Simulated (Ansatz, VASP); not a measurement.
AgRhF4 in VASP and in Ansatz

The input INCAR:

```
SYSTEM = AgRhF4
ALGO = Normal ; EDIFF = 1E-6
EDIFFG = -0.08 ; ENCUT = 600
GGA = PE ; IBRION = 2
ISIF = 3 ; ISMEAR = 0
ISPIN = 2 ; LASPH = .True.
LCHARG = .False. ; LMAXMIX = 4
LORBIT = 11 ; LREAL = .False.
LWAVE = .False. ; MAGMOM = 0 1 0 0 0 0
NELM = 150 ; NSW = 36
PREC = Accurate ; SIGMA = 0.15
```

KPOINTS

```
k-points
0
Gamma
  3 3 3
  0 0 0
```

Contents of POSCAR:

```
AgRhF4
1.0
    4.9616085600      0.0000000000      0.0000000000
   -2.4808042800      4.2968790600      0.0000000000
    0.0000000000      0.0000000000      3.6998473300
Ag Rh F
1 1 4
Direct
    0.3333333300      0.6666666700      0.0000000000
    0.0000000000      0.0000000000      0.0000000000
    0.6666666700      0.3333333300      0.0000000000
    0.9935383200      0.4967691600      0.5000000000
    0.5032308400      0.4967691600      0.5000000000
    0.5032308400      0.0064616800      0.5000000000
```

Input for Ansatz:

```yaml
crystal:
  lattice:
    - [4.96160856, 0.0, 0.0]
    - [-2.48080428, 4.29687906, 0.0]
    - [0.0, 0.0, 3.69984733]
  atoms:
    - { symbol: Ag, position: [0.33333333, 0.66666667, 0.0] }
    - { symbol: Rh, position: [0.0, 0.0, 0.0], spin: 1.0 }
    - { symbol: F, position: [0.66666667, 0.33333333, 0.0] }
    - { symbol: F, position: [0.99353832, 0.49676916, 0.5] }
    - { symbol: F, position: [0.50323084, 0.49676916, 0.5] }
    - { symbol: F, position: [0.50323084, 0.00646168, 0.5] }
basis:
  ecutwfc: 420
kpoints:
  mp_grid: { grid: [3, 3, 3] }
hamiltonian:
  xc: pbe
scf:
  occupations: { method: gaussian, width: 0.15 }
  lower_state_search: "off"
output:
  forces: true
  stress: true
  eigenvalues: true
  populations: true
magnetization:
  spin_polarized: true
relax:
  adjacent_minimum: "off"
  f_tol: 0.08
  max_steps: 16
  cell: { stress_tol: 0.8 }
```

Change from the starting cell: species swapped into the LaGaNi4 type (P-6m2, No. 187).

Alike in both runs: task relaxation of cell and atoms; functional PBE; k mesh 3 × 3 × 3; occupations gaussian, width 0.15 eV; collinear spin.

|  | VASP | Ansatz |
| --- | --- | --- |
| version | VASP 6.6.1 | Ansatz 0.2.0 |
| potentials or method | VASP PAW PBE potentials, release 64 (Ag, Rh_pv, F), cutoff 600 eV | scalar-relativistic, plane waves, PAW |
| valence electrons in the cell | 54 | 64 |

```tsv
	VASP	Ansatz	Ansatz less VASP
gap on the k mesh at the Fermi level, each at its own relaxed structure (eV)	none	none	-
net moment per atom (μB)	0.67	0.67	0.000
size of the moment on the site where the two differ most (μB)	0.53	0.56	+0.029
relaxed volume (Å³/atom)	13.41	13.41	0.000
relaxed length of the cell vector where the two differ most in proportion (Å)	3.523	3.555	+0.0322
```

Site moments also hang on the region over which each program counts them. A gap of «none» marks a metal or a gap that the smearing closes. VASP's potentials hold 54 valence electrons a cell and Ansatz's 64, so a difference there can come from the potentials and not from the codes.

The k mesh is coarse, so the values compare programs but aren't converged.
